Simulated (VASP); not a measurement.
Wanted: the native input for a VASP 6.6.1 run.

```
Task                   : single point
Functional             : BLYP
Dispersion             : D4
Potentials or basis    : VASP PAW PBE potentials, release 64 (Sb, Ga_d)
Cutoff                 : 520 eV
k mesh                 : 8 × 8 × 8
Occupations            : fermi-dirac, width 0.05 eV
Spin                   : no spin polarisation
Dipole correction      : no
Further INCAR settings : ALGO = Normal; EDIFF = 1e-06; NBANDS = 16
```

The structure of GaSb lies in POSCAR:

```
GaSb
1.0
    0.0000000000      3.1189956238      3.1189956238
    3.1189956238      0.0000000000      3.1189956238
    3.1189956238      3.1189956238      0.0000000000
Sb Ga
1 1
Direct
    0.7500000000      0.7500000000      0.7500000000
    0.0000000000      0.0000000000      0.0000000000
```

These files were run (other wordings do the same):

INCAR

```
SYSTEM = GaSb
AGGAC = 1.0
AGGAX = 1.0
ALDAC = 0.0
ALDAX = 1.0
ALGO = Normal
EDIFF = 1E-6
ENCUT = 520
GGA = B5
ISIF = 2
ISMEAR = -1
IVDW = 13
LASPH = .TRUE.
LCHARG = .FALSE.
LREAL = .FALSE.
LWAVE = .FALSE.
NBANDS = 16
NELM = 100
PREC = Accurate
SIGMA = 0.05
VDW_A1 = 0.44488865
VDW_A2 = 4.0933009
VDW_S6 = 1.0
VDW_S8 = 2.34076671
```

KPOINTS

```
k-points
0
G
  8 8 8
  0 0 0
```

Potentials or basis: VASP PAW PBE potentials, release 64 (Sb, Ga_d).

The run is started by

```bash
$ cat potpaw_PBE.64/Sb/POTCAR potpaw_PBE.64/Ga_d/POTCAR > POTCAR
$ mpirun -np 1 vasp_std > vasp.out
```

It gave:

* Pressure: -2.0 GPa
* Band gap on the k mesh: zero (filled and empty bands touch)
* Dispersion energy per atom: -0.745 eV

Caveat: the PAW data sets were made with another functional, which shifts forces and pressure a little; spin-orbit coupling is left out, which moves the levels of the heavy elements; pairwise dispersion overbinds metals, which lowers pressure and volume.

Wall time 28 s on 1 thread of AMD EPYC 9R45 96-Core Processor (Zen 5) (shared host), peak memory 0.18 GiB.
